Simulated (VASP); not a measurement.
W:

```
W
1.0
    -1.62037    1.62037    1.62037
     1.62037   -1.62037    1.62037
     1.62037    1.62037   -1.62037
W
1
Cartesian
  0.0000 0.0000 0.0000
```

```yaml
Program: VASP 6.6.1
Task: relaxation of cell and atoms
Functional: PBEsol
Potentials_or_basis: VASP PAW PBE potentials, release 64 (W_sv)
Cutoff: 600 eV
k_mesh: 8 × 8 × 8
Occupations: gaussian, width 0.1 eV
Spin: no spin polarisation
```

At the start: pressure -21.6 GPa; volume 17.02 Å³/atom.

**Question.** How do energy, volume and symmetry change on relaxing?

**Answer.** Over 5 steps the energy falls by 91.9 meV/atom and the volume is 15.75 Å³/atom (-7.5 %); space group Im-3m (No. 229, to 0.05 Å).

Step by step:
```
step  energy change (eV)  largest force (eV/Å)  pressure (GPa)  volume (Å³)
   1              0.0000                0.0000          -21.60        17.02
   2              1.4022                0.0000          156.25        11.97
   3             -0.0897                0.0000           -3.83        15.94
   4             -0.0918                0.0000           -1.05        15.80
   5             -0.0919                0.0000           -0.01        15.75
```

Final structure:
```xyz
1
Lattice="-1.5790 1.5790 1.5790 1.5790 -1.5790 1.5790 1.5790 1.5790 -1.5790" Properties=species:S:1:pos:R:3 pbc="T T T"
W     0.0000    0.0000    0.0000
```

Caveat: the PAW data sets were made with another functional, which shifts forces and pressure a little.
